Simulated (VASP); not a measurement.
A run of VASP 6.6.1:

File INCAR:

```
PREC = Accurate ; ENCUT = 520
EDIFF = 1E-7 ; ISMEAR = -1
SIGMA = 0.03 ; LREAL = F
LASPH = T ; NELM = 100
ALGO = Normal ; ISIF = 2
LWAVE = F ; LCHARG = T
GGA = PE ; IVDW = 12
LELF = T ; LVHAR = T
NBANDS = 21
```

File KPOINTS:

```
Automatic mesh
0
Gamma
  21 21 12
```

Contents of POSCAR:

```
Ru
1.0
    2.7057993342      0.0000000000      0.0000000000
   -1.3528996671      2.3432909610      0.0000000000
    0.0000000000      0.0000000000      4.2819000000
Ru
2
Direct
    0.3333333333      0.6666666667      0.2500000000
    0.6666666667      0.3333333333      0.7500000000
```

Potentials or basis: VASP PAW PBE potentials, release 64 (Ru_pv).

Command:

```console
$ cat potpaw_PBE.64/Ru_pv/POTCAR > POTCAR
$ mpirun -np 1 vasp_std > vasp.out
```

Hardware: 1 thread of Intel(R) Xeon(R) Platinum 8488C (Sapphire Rapids), with other jobs on the host.

**Question.** How long does it take, and how much memory?

**Answer.** Wall time 81 s on 1 thread of Intel(R) Xeon(R) Platinum 8488C (Sapphire Rapids), on a shared host, peak memory 0.27 GiB. Counts: scf iterations 12, k points 336.
